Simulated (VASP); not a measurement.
# MoS2 (P6_3/mmc) in VASP: single point with PBE

Aim: the single point of MoS2 with PBE.

Program: VASP 6.6.1. These are calculated values, not measurements. Logs are shortened: lines on timing, memory, paths and dates and some standing lists are left out, and cuts for length are marked.

**1. The cell of the first run**

The structure is hexagonal, space group P6_3/mmc (No. 194). Conventional cell: a = 3.160 Å, b = 3.160 Å, c = 12.294 Å, α = 90.00°, β = 90.00°, γ = 120.00°. Within 3.2 Å of Mo (site symmetry -6m2) lie 6 S at 2.42 Å and 6 Mo at 3.16 Å. Within 3.2 Å of S (site symmetry 3m) lie 3 Mo at 2.42 Å and 7 S at 3.16 to 3.17 Å.

**2. Single point, PBE, non-collinear spin, zero start, spin-orbit coupling**

INCAR reads:

```
ALGO = Normal ; EDIFF = 1E-6
ENCUT = 520 ; GGA = PE
GGA_COMPAT = F ; ISIF = 2
ISMEAR = 0 ; LASPH = T
LCHARG = F ; LMAXMIX = 4
LORBIT = 11 ; LORBMOM = T
LREAL = F ; LSORBIT = T
LWAVE = F ; MAGMOM = 0 0 0 0 0 0 0 0 0 0 0 0 0 0 0 0 0 0
NBANDS = 68 ; NELM = 150
PREC = Accurate ; SIGMA = 0.03
```

KPOINTS reads:

```
k-points
0
Gamma
  9 9 3
```

POSCAR reads:

```
MoS2
1.0
    3.1600000000      0.0000000000      0.0000000000
   -1.5800000000      2.7366402800      0.0000000000
    0.0000000000      0.0000000000     12.2940000000
Mo S
2 4
Direct
    0.3333333300      0.6666666700      0.2500000000
    0.6666666700      0.3333333300      0.7500000000
    0.3333333300      0.6666666700      0.6210000000
    0.6666666700      0.3333333300      0.3790000000
    0.6666666700      0.3333333300      0.1210000000
    0.3333333300      0.6666666700      0.8790000000
```

Potentials or basis: VASP PAW PBE potentials, release 64 (Mo_sv, S).

Launch:

```
> cat potpaw_PBE.64/Mo_sv/POTCAR potpaw_PBE.64/S/POTCAR > POTCAR
> mpirun -np 1 vasp_ncl > vasp.out
```

OUTCAR:

```text
EDIFF = 1E-6
   ENCUT = 520
   GGA = PE
   ISIF = 2
   ISMEAR = 0
   LASPH = T
   LORBIT = 11
   LREAL = F
   LSORBIT = T
   NELM = 150
   PREC = Accurate

 ion  position               nearest neighbor table
   1  0.333  0.667  0.250-   4 2.42   5 2.42   4 2.42   5 2.42   4 2.42   5 2.42
   2  0.667  0.333  0.750-   3 2.42   6 2.42   3 2.42   6 2.42   3 2.42   6 2.42
   3  0.333  0.667  0.621-   2 2.42   2 2.42   2 2.42
   4  0.667  0.333  0.379-   1 2.42   1 2.42   1 2.42
   5  0.667  0.333  0.121-   1 2.42   1 2.42   1 2.42
   6  0.333  0.667  0.879-   2 2.42   2 2.42   2 2.42

  LATTYP: Found a hexagonal cell.
 ALAT       =     3.1600000000
 C/A-ratio  =     3.8905063291

  Lattice vectors:

 A1 = (   3.1600000000,   0.0000000000,   0.0000000000)
 A2 = (  -1.5800000000,   2.7366402800,   0.0000000000)
 A3 = (   0.0000000000,   0.0000000000,  12.2940000000)

Analysis of symmetry for initial positions (statically):
=====================================================================
 Subroutine PRICEL returns:
 Original cell was already a primitive cell.

 Routine SETGRP: Setting up the symmetry group for a
 hexagonal supercell.

 Subroutine GETGRP returns: Found 24 space group operations
 (whereof 12 operations were pure point group operations)
 out of a pool of 24 trial point group operations.

The static configuration has the point symmetry D_3d.
 The point group associated with its full space group is D_6h.

Analysis of symmetry for dynamics (positions and initial velocities):
=====================================================================
 Subroutine PRICEL returns:
 Original cell was already a primitive cell.

 Routine SETGRP: Setting up the symmetry group for a
 hexagonal supercell.

 Subroutine GETGRP returns: Found 24 space group operations
 (whereof 12 operations were pure point group operations)
 out of a pool of 24 trial point group operations.

The dynamic configuration has the point symmetry D_3d.
 The point group associated with its full space group is D_6h.

Analysis of structural, dynamic, and magnetic symmetry:
=====================================================================
 Subroutine PRICEL returns:
 Original cell was already a primitive cell.

 Routine SETGRP: Setting up the symmetry group for a
 hexagonal supercell.

 Subroutine GETGRP returns: Found 24 space group operations
 (whereof 12 operations were pure point group operations)
 out of a pool of 24 trial point group operations.

The overall configuration has the point symmetry D_3d.
[... 1811 lines left out ...]
 orbital moment (x)

 # of ion     p       d       tot
 ----------------------------------------
  1        -0.000  -0.000  -0.000
  2        -0.000   0.000   0.000
  3        -0.000   0.000  -0.000
  4        -0.000   0.000  -0.000
  5         0.000   0.000   0.000
  6         0.000   0.000   0.000
 ----------------------------------------
            0.000   0.000   0.000

 orbital moment (y)

 # of ion     p       d       tot
 ----------------------------------------
  1         0.000  -0.000  -0.000
  2         0.000  -0.000  -0.000
  3         0.000   0.000   0.000
  4         0.000   0.000   0.000
  5        -0.000   0.000  -0.000
  6        -0.000   0.000  -0.000
 ----------------------------------------
           -0.000  -0.000  -0.000

 orbital moment (z)

 # of ion     p       d       tot
 ----------------------------------------
  1         0.000   0.000   0.000
  2         0.000   0.000   0.000
  3         0.000   0.000   0.000
  4         0.000   0.000   0.000
  5         0.000   0.000   0.000
  6         0.000   0.000   0.000
 ----------------------------------------
            0.000   0.000   0.000

 Spin-Orbit-Coupling matrix elements

 Ion:    1  E_soc:     -0.1920976
 l=   1
     0.0000000    -0.0294142    -0.0294553
    -0.0294142     0.0000000    -0.0294142
    -0.0294553    -0.0294142     0.0000000
 l=   2
     0.0000000    -0.0004923     0.0000000    -0.0004923    -0.0022113
    -0.0004923     0.0000000    -0.0015869    -0.0004111    -0.0004923
     0.0000000    -0.0015869     0.0000000    -0.0015869     0.0000000
    -0.0004923    -0.0004111    -0.0015869     0.0000000    -0.0004923
    -0.0022113    -0.0004923     0.0000000    -0.0004923     0.0000000
 l=   3
     0.0000000     0.0000000     0.0000000     0.0000000     0.0000000     0.0000000     0.0000000
     0.0000000     0.0000000     0.0000000     0.0000000     0.0000000     0.0000000     0.0000000
     0.0000000     0.0000000     0.0000000     0.0000000     0.0000000     0.0000000     0.0000000
     0.0000000     0.0000000     0.0000000     0.0000000     0.0000000     0.0000000     0.0000000
[... 89 lines left out ...]
 l=   2
     0.0000000     0.0000000     0.0000000     0.0000000     0.0000000
     0.0000000     0.0000000     0.0000000     0.0000000     0.0000000
     0.0000000     0.0000000     0.0000000     0.0000000     0.0000000
     0.0000000     0.0000000     0.0000000     0.0000000     0.0000000
     0.0000000     0.0000000     0.0000000     0.0000000     0.0000000
 l=   3
     0.0000000     0.0000000     0.0000000     0.0000000     0.0000000     0.0000000     0.0000000
     0.0000000     0.0000000     0.0000000     0.0000000     0.0000000     0.0000000     0.0000000
     0.0000000     0.0000000     0.0000000     0.0000000     0.0000000     0.0000000     0.0000000
     0.0000000     0.0000000     0.0000000     0.0000000     0.0000000     0.0000000     0.0000000
     0.0000000     0.0000000     0.0000000     0.0000000     0.0000000     0.0000000     0.0000000
     0.0000000     0.0000000     0.0000000     0.0000000     0.0000000     0.0000000     0.0000000
     0.0000000     0.0000000     0.0000000     0.0000000     0.0000000     0.0000000     0.0000000

 total charge

# of ion       s       p       d       tot
------------------------------------------
    1        2.288   6.217   3.930  12.435
    2        2.288   6.217   3.930  12.435
    3        1.366   2.332   0.000   3.697
    4        1.366   2.332   0.000   3.697
    5        1.366   2.332   0.000   3.697
    6        1.366   2.332   0.000   3.697
--------------------------------------------------
tot         10.038  21.762   7.860  39.660

 magnetization (x)

# of ion       s       p       d       tot
------------------------------------------
    1        0.000   0.000   0.000   0.000
    2        0.000   0.000   0.000   0.000
    3       -0.000  -0.000   0.000  -0.000
    4       -0.000  -0.000   0.000  -0.000
    5        0.000  -0.000   0.000  -0.000
    6        0.000   0.000   0.000   0.000
--------------------------------------------------
tot          0.000  -0.000   0.000  -0.000

 magnetization (y)

# of ion       s       p       d       tot
------------------------------------------
    1        0.000   0.000   0.000   0.000
    2        0.000   0.000   0.000   0.000
    3       -0.000   0.000   0.000  -0.000
    4       -0.000   0.000   0.000  -0.000
    5       -0.000   0.000   0.000  -0.000
    6       -0.000   0.000   0.000  -0.000
--------------------------------------------------
tot         -0.000   0.000   0.000  -0.000

 magnetization (z)

# of ion       s       p       d       tot
------------------------------------------
    1        0.000   0.000   0.000   0.000
    2        0.000   0.000   0.000   0.000
    3        0.000   0.000   0.000   0.000
    4        0.000   0.000   0.000   0.000
    5        0.000   0.000   0.000   0.000
    6        0.000   0.000   0.000   0.000
--------------------------------------------------
tot          0.000   0.000   0.000   0.000
```

OSZICAR:

```text
N       E                     dE             d eps       ncg     rms          rms(c)
DAV:   1     0.475410046563E+03    0.47541E+03   -0.28987E+04  3544   0.146E+03
DAV:   2    -0.188416783780E+02   -0.49425E+03   -0.47614E+03  3900   0.384E+02
DAV:   3    -0.460563848782E+02   -0.27215E+02   -0.26600E+02  3888   0.831E+01
DAV:   4    -0.467222941016E+02   -0.66591E+00   -0.66132E+00  3872   0.127E+01
DAV:   5    -0.467364640301E+02   -0.14170E-01   -0.14155E-01  3788   0.186E+00    0.336E+01
DAV:   6    -0.446348437850E+02    0.21016E+01   -0.12720E+01  3456   0.234E+01    0.128E+01
DAV:   7    -0.441816388756E+02    0.45320E+00   -0.60231E+00  3424   0.157E+01    0.814E+00
DAV:   8    -0.437765549340E+02    0.40508E+00   -0.92545E-01  3404   0.659E+00    0.308E+00
DAV:   9    -0.437884948570E+02   -0.11940E-01   -0.12427E-01  3684   0.180E+00    0.134E+00
DAV:  10    -0.437783939216E+02    0.10101E-01   -0.31893E-02  3440   0.127E+00    0.454E-01
DAV:  11    -0.437788258391E+02   -0.43192E-03   -0.25731E-03  3572   0.262E-01    0.256E-01
DAV:  12    -0.437786118332E+02    0.21401E-03   -0.58418E-04  3384   0.149E-01    0.710E-02
DAV:  13    -0.437785979258E+02    0.13907E-04   -0.74642E-05  3716   0.430E-02    0.402E-02
DAV:  14    -0.437786043587E+02   -0.64329E-05   -0.19092E-05  3376   0.225E-02    0.147E-02
DAV:  15    -0.437786055183E+02   -0.11596E-05   -0.86586E-07  2512   0.507E-03    0.121E-02
DAV:  16    -0.437786057798E+02   -0.26152E-06   -0.13951E-06  2528   0.631E-03
   1 F= -.43778606E+02 E0= -.43778606E+02  d E =-.362009E-32  mag=     0.0000    -0.0000    -0.0000
```

Wall time 5 min (1 thread of Intel Xeon Platinum 8488C (Sapphire Rapids), shared host); peak memory 0.56 GiB.

Results:

- Free energy: -43.7786 eV
- Pressure: 0.8 GPa
- Largest force: 0.417 eV/Å
- Net moment: 0.00 μB per cell
- Valence electrons inside the program's atomic spheres: Mo 12.44; S 3.70

Forces in eV/Å, atoms in the order of the input:
```
Mo   0.000  0.000  0.000
Mo   0.000  0.000  0.000
S    0.000  0.000  0.417
S    0.000  0.000 -0.417
S    0.000  0.000  0.417
S    0.000  0.000 -0.417
```

Stress tensor (GPa, compression positive):
```
 1.55  0.00  0.00
 0.00  1.55  0.00
 0.00  0.00 -0.69
```

Moments on the atoms (μB; x, y, z):
```
Mo  0.00 0.00 0.00
Mo  0.00 0.00 0.00
S   0.00 0.00 0.00
S   0.00 0.00 0.00
S   0.00 0.00 0.00
S   0.00 0.00 0.00
```

Caveat: this functional lacks dispersion, which binds layers or chains, so the pressure and a relaxed spacing across them are unreliable.
